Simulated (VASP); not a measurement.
# Ag2O (Pn-3m) in VASP: single point with LDA

Aim: the single point of Ag2O with LDA.

Everything below comes from runs of VASP 6.6.1. Logs are shortened: lines on timing, memory, paths and dates and some standing lists are left out, and cuts for length are marked.

## 1. The cell of the first run

Symmetry: Pn-3m, No. 224, cubic system. Conventional cell: a = 4.775 Å, b = 4.775 Å, c = 4.775 Å, α = 90.00°, β = 90.00°, γ = 90.00°. Within 2.7 Å of Ag (site symmetry -3m) lie 2 O at 2.07 Å. Within 2.7 Å of O (site symmetry -43m) lie 4 Ag at 2.07 Å.

## 2. Single point, LDA

File INCAR:

```
SYSTEM = Ag2O
PREC = Accurate ; ENCUT = 600
EDIFF = 1E-6 ; ISMEAR = -1
SIGMA = 0.1 ; LREAL = .FALSE.
LASPH = .TRUE. ; NELM = 120
ALGO = Normal ; ISIF = 2
LWAVE = .FALSE. ; LCHARG = .FALSE.
GGA = CA ; NBANDS = 37
GGA_COMPAT = .FALSE.
```

File KPOINTS:

```
Automatic mesh
0
G
  4 4 4
  0 0 0
```

File POSCAR:

```
Ag2O
1.0
    4.7745970000      0.0000000000      0.0000000000
    0.0000000000      4.7745970000      0.0000000000
    0.0000000000      0.0000000000      4.7745970000
Ag O
4 2
Direct
    0.2500000000      0.2500000000      0.2500000000
    0.2500000000      0.7500000000      0.7500000000
    0.7500000000      0.7500000000      0.2500000000
    0.7500000000      0.2500000000      0.7500000000
    0.0000000000      0.0000000000      0.0000000000
    0.5000000000      0.5000000000      0.5000000000
```

Potentials or basis: VASP PAW LDA potentials, release 64 (Ag, O).

The run is started by

```sh
$ cat potpaw_LDA.64/Ag/POTCAR potpaw_LDA.64/O/POTCAR > POTCAR
$ mpirun -np 1 vasp_std > vasp.out
```

OUTCAR:

```text
SYSTEM = Ag2O
   PREC = Accurate
   ENCUT = 600
   EDIFF = 1E-6
   ISMEAR = -1
   LREAL = .FALSE.
   LASPH = .TRUE.
   NELM = 120
   ISIF = 2
   GGA = CA

 ion  position               nearest neighbor table
   1  0.250  0.250  0.250-   5 2.07   6 2.07   4 3.38   2 3.38   3 3.38   2 3.38   4 3.38   2 3.38
                             3 3.38   2 3.38   3 3.38   4 3.38   4 3.38   3 3.38
   2  0.250  0.750  0.750-   5 2.07   6 2.07   4 3.38   1 3.38   3 3.38   1 3.38   3 3.38   1 3.38
                             4 3.38   1 3.38   3 3.38   4 3.38   3 3.38   4 3.38
   3  0.750  0.750  0.250-   5 2.07   6 2.07   4 3.38   1 3.38   2 3.38   2 3.38   4 3.38   1 3.38
                             4 3.38   4 3.38   1 3.38   2 3.38   2 3.38   1 3.38
   4  0.750  0.250  0.750-   5 2.07   6 2.07   3 3.38   1 3.38   2 3.38   1 3.38   3 3.38   2 3.38
                             3 3.38   3 3.38   1 3.38   2 3.38   1 3.38   2 3.38
   5  0.000  0.000  0.000-   1 2.07   2 2.07   3 2.07   4 2.07
   6  0.500  0.500  0.500-   1 2.07   2 2.07   3 2.07   4 2.07

  LATTYP: Found a simple cubic cell.
 ALAT       =     4.7745970000

  Lattice vectors:

 A1 = (   4.7745970000,   0.0000000000,   0.0000000000)
 A2 = (   0.0000000000,   4.7745970000,   0.0000000000)
 A3 = (   0.0000000000,   0.0000000000,   4.7745970000)

Analysis of symmetry for initial positions (statically):
=====================================================================
 Subroutine PRICEL returns:
 Original cell was already a primitive cell.

 Routine SETGRP: Setting up the symmetry group for a
 simple cubic supercell.

 Subroutine GETGRP returns: Found 48 space group operations
 (whereof 24 operations were pure point group operations)
 out of a pool of 48 trial point group operations.

The static configuration has the point symmetry T_d .
 The point group associated with its full space group is O_h .

Analysis of symmetry for dynamics (positions and initial velocities):
=====================================================================
 Subroutine PRICEL returns:
 Original cell was already a primitive cell.

 Routine SETGRP: Setting up the symmetry group for a
 simple cubic supercell.

 Subroutine GETGRP returns: Found 48 space group operations
 (whereof 24 operations were pure point group operations)
 out of a pool of 48 trial point group operations.

The dynamic configuration has the point symmetry T_d .
 The point group associated with its full space group is O_h .

 Subroutine INISYM returns: Found 48 space group operations
 (whereof 24 operations are pure point group operations),
 and found     1 'primitive' translations

----------------------------------------------------------------------------------------

                                     Primitive cell

  volume of cell :     108.8454

  direct lattice vectors                    reciprocal lattice vectors
     4.774597000  0.000000000  0.000000000     0.209441760  0.000000000  0.000000000
     0.000000000  4.774597000  0.000000000     0.000000000  0.209441760  0.000000000
     0.000000000  0.000000000  4.774597000     0.000000000  0.000000000  0.209441760

  length of vectors
     4.774597000  4.774597000  4.774597000     0.209441760  0.209441760  0.209441760

  position of ions in fractional coordinates (direct lattice)
     0.250000000  0.250000000  0.250000000
     0.250000000  0.750000000  0.750000000
     0.750000000  0.750000000  0.250000000
     0.750000000  0.250000000  0.750000000
     0.000000000  0.000000000  0.000000000
     0.500000000  0.500000000  0.500000000

  ion indices of the primitive-cell ions
   primitive index   ion index
                 1           1
                 2           2
                 3           3
                 4           4
                 5           5
                 6           6

----------------------------------------------------------------------------------------

 KPOINTS: Automatic mesh

Automatic generation of k-mesh.
 Grid dimensions read from file:
 generate k-points for:    4    4    4

 Generating k-lattice:

  Cartesian coordinates                     Fractional coordinates (reciprocal lattice)
     0.052360440  0.000000000  0.000000000     0.250000000  0.000000000  0.000000000
     0.000000000  0.052360440  0.000000000     0.000000000  0.250000000  0.000000000
     0.000000000  0.000000000  0.052360440     0.000000000  0.000000000  0.250000000

  Length of vectors
     0.052360440  0.052360440  0.052360440

  Shift w.r.t. Gamma in fractional coordinates (k-lattice)
     0.000000000  0.000000000  0.000000000

 Subroutine IBZKPT returns following result:
 ===========================================

 Found     10 irreducible k-points:

 Following reciprocal coordinates:
            Coordinates               Weight
  0.000000  0.000000  0.000000      1.000000
  0.250000  0.000000  0.000000      6.000000
  0.500000  0.000000  0.000000      3.000000
  0.250000  0.250000  0.000000     12.000000
  0.500000  0.250000  0.000000     12.000000
  0.500000  0.500000  0.000000      3.000000
  0.250000  0.250000  0.250000      8.000000
  0.500000  0.250000  0.250000     12.000000
  0.500000  0.500000  0.250000      6.000000
  0.500000  0.500000  0.500000      1.000000
   k-points           NKPTS =     10   k-points in BZ     NKDIM =     10   number of bands    NBANDS=     37
   number of dos      NEDOS =    301   number of ions     NIONS =      6
   total plane-waves  NPLWV =  64000
   dimension x,y,z NGX =    40 NGY =   40 NGZ =   40
   dimension x,y,z NGXF=    80 NGYF=   80 NGZF=   80
   ions per type =               4   2
   NGX,Y,Z   is equivalent  to a cutoff of  13.93, 13.93, 13.93 a.u.
   NGXF,Y,Z  is equivalent  to a cutoff of  27.86, 27.86, 27.86 a.u.
 SYSTEM =  Ag2O
   PREC   = accura    normal or accurate (medium, high low for compatibility)
   ISTART =      0    job   : 0-new  1-cont  2-samecut
   ICHARG =      2    charge: 1-file 2-atom 10-const
   ISPIN  =      1    spin polarized calculation?
   LNONCOLLINEAR =      F non collinear calculations
   LSORBIT =      F    spin-orbit coupling
   LASPH  =      T    aspherical Exc in radial PAW
   ENCUT  =  600.0 eV  44.10 Ry    6.64 a.u.   9.54  9.54  9.54*2*pi/ulx,y,z
   NELM   =    120;   NELMIN=  2; NELMDL= -5     # of ELM steps
   EDIFF  = 0.1E-05   stopping-criterion for ELM
   LREAL  =      F    real-space projection
   EDIFFG = 0.1E-04   stopping-criterion for IOM
   NSW    =      0    number of steps for IOM
   IBRION =     -1    ionic relax: 0-MD 1-quasi-New 2-CG
   NFREE  =      0    steps in history (QN), initial steepest desc. (CG)
   ISIF   =      2    stress and relaxation
   ISYM   =      2    0-nonsym 1-usesym 2-fastsym
   POTIM  = 0.5000    time-step for ionic-motion
   TEBEG  =    0.0;   TEEND  =   0.0 temperature during run
   PSTRESS=    0.0 pullay stress
   NELECT =      56.0000    total number of electrons
   NUPDOWN=      -1.0000    fix difference up-down
   EMIN   =  10.00;   EMAX   =-10.00  energy-range for DOS
   EFERMI =   0.00;   METHOD = LEGACY
   ISMEAR =    -1;   SIGMA  =   0.10  broadening in eV -4-tet -1-fermi 0-gaus
   EFERMI_NEDOS =   21; number of points for ismear=-14 and -15
   IALGO  =     38    algorithm
   IMIX   =      4    mixing-type and parameters
     AMIX     =   0.40;   BMIX     =  1.00
     AMIX_MAG =   1.60;   BMIX_MAG =  1.00
  volume/ion in A,a.u.               =      18.14       122.42
  Fermi-wavevector in a.u.,A,eV,Ry     =   1.311799  2.478942 23.413148  1.720818
  Thomas-Fermi vector in A             =   2.442236
   LORBIT       =      0    0 simple, 1 ext, 2 COOP (PROOUT), +10 PAW based schemes
   GGA     = CA    functional components
   LHFCALC =     F    Hartree Fock is set to
   AEXX    =    0.0000 exact exchange contribution
   IVDW    =     0    specifies the selected vdW correction
   LEPSILON=     F    determine dielectric tensor
   LRPA    =     F    only Hartree local field effects (RPA)
 non-spin polarized calculation
  energy-cutoff  :      600.00
  volume of cell :      108.85
 maximum number of plane-waves:      3695
 NGX is ok and might be reduce to    40
   NGX = 19   NGY = 19   NGZ = 19

 number of electron      55.9999986 magnetization

 Free energy of the ion-electron system (eV)
  ---------------------------------------------------
  ext. energy  EPLUGINS =         0.00000000
  ---------------------------------------------------
  free energy    TOTEN  =       -26.47510955 eV

  energy without entropy =      -26.46160076  energy(sigma->0) =      -26.46835516

 E-fermi :   4.1123     XC(G=0): -10.8320

 val. band max:        3.9439778093   @ k =   0.0000   0.0000   0.0000
 cond. band min:       4.5860192171   @ k =   0.2500   0.0000   0.0000
 fundamental gap:      0.6420414078
 Fermi energy:         4.1122775237

 k-point     1 :       0.0000    0.0000    0.0000
  band No.  band energies     occupation
      1     -14.4044      2.00000
      2     -13.7425      2.00000
      3      -2.7045      2.00000
      4      -2.7045      2.00000
      5      -2.7045      2.00000
      6      -0.5256      2.00000
[... 29 lines left out ...]
     36      12.4765      0.00000
     37      12.4765      0.00000

 k-point     2 :       0.2500    0.0000    0.0000
  band No.  band energies     occupation
      1     -14.3119      2.00000
      2     -13.8444      2.00000
      3      -2.5101      2.00000
      4      -2.5101      2.00000
      5      -2.4236      2.00000
      6      -0.6864      2.00000
[... 29 lines left out ...]
     36      11.8808      0.00000
     37      11.8808      0.00000

 k-point     3 :       0.5000    0.0000    0.0000
  band No.  band energies     occupation
      1     -14.0828      2.00000
      2     -14.0828      2.00000
      3      -2.1969      2.00000
      4      -2.1969      2.00000
      5      -1.6638      2.00000
      6      -1.6638      2.00000
[... 29 lines left out ...]
     36      11.4484      0.00000
     37      12.2744      0.00000
[... 201 lines left out ...]
 k-point     9 :       0.5000    0.5000    0.2500
  band No.  band energies     occupation
      1     -14.2710      2.00000
      2     -13.8659      2.00000
      3      -2.4846      2.00000
      4      -2.4846      2.00000
      5      -2.2986      2.00000
      6      -0.8102      2.00000
[... 29 lines left out ...]
     36      11.3411      0.00000
     37      14.6940      0.00000

 k-point    10 :       0.5000    0.5000    0.5000
  band No.  band energies     occupation
      1     -14.3475      2.00000
      2     -13.7732      2.00000
      3      -2.5702      2.00000
      4      -2.5702      2.00000
      5      -2.5702      2.00000
      6      -0.1482      2.00000
[... 29 lines left out ...]
     36       9.8057      0.00000
     37      16.4491      0.00000

------------------------ aborting loop because EDIFF is reached ----------------------------------------

  FORCE on cell =-STRESS in cart. coord.  units (eV):
  Direction    XX          YY          ZZ          XY          YZ          ZX
  --------------------------------------------------------------------------------------
  -------------------------------------------------------------------------------------
  Total       -4.8240755     -4.8240755     -4.8240755     -0.0000000     -0.0000000     -0.0000000
  in kB      -71.0091826    -71.0091826    -71.0091826     -0.0000000     -0.0000000     -0.0000000
  external PRESSURE =     -71.0091826 kB  Pullay stress =       0.0000000 kB

 VOLUME and BASIS-vectors are now :
 -----------------------------------------------------------------------------
  energy-cutoff  :      600.00
  volume of cell :      108.85
      direct lattice vectors                 reciprocal lattice vectors
     4.774597000  0.000000000  0.000000000     0.209441760  0.000000000  0.000000000
     0.000000000  4.774597000  0.000000000     0.000000000  0.209441760  0.000000000
     0.000000000  0.000000000  4.774597000     0.000000000  0.000000000  0.209441760

 POSITION                                       TOTAL-FORCE (eV/Angst)
 -----------------------------------------------------------------------------------
      1.19365      1.19365      1.19365        -0.000000     -0.000000      0.000000
      1.19365      3.58095      3.58095        -0.000000      0.000000     -0.000000
      3.58095      3.58095      1.19365         0.000000     -0.000000      0.000000
      3.58095      1.19365      3.58095        -0.000000      0.000000     -0.000000
      0.00000      0.00000      0.00000         0.000000      0.000000      0.000000
      2.38730      2.38730      2.38730         0.000000      0.000000      0.000000
 -----------------------------------------------------------------------------------
    total drift:                                0.000000      0.000000     -0.000000

  FREE ENERGIE OF THE ION-ELECTRON SYSTEM (eV)
  ---------------------------------------------------
  free  energy   TOTEN  =       -26.4751095541 eV

  energy  without entropy=      -26.4616007650  energy(sigma->0) =      -26.46835516
```

It took 85 s on 1 thread of AMD EPYC 7R13, shared host; peak memory 0.18 GiB.

What came out:

| Quantity | Value |
| --- | --- |
| Free energy | -26.4751 eV |
| Pressure | -7.1 GPa |
| Band gap on the k mesh | zero (filled and empty bands touch) |

Levels at points of the mesh, in eV from the Fermi level:
```
           k point  band 26  band 27  band 28  band 29  band 30  band 31
(0.00, 0.00, 0.00)    -0.21    -0.17    -0.17    -0.17     1.86     1.86
(0.50, 0.00, 0.00)    -1.72    -0.62    -0.62     1.83     1.83     4.51
(0.50, 0.50, 0.00)    -1.73    -0.96    -0.96     1.86     1.86     3.48
(0.50, 0.50, 0.50)    -0.83    -0.83    -0.83     2.39     2.39     2.39
```

Caveat: the cell stands under tension.
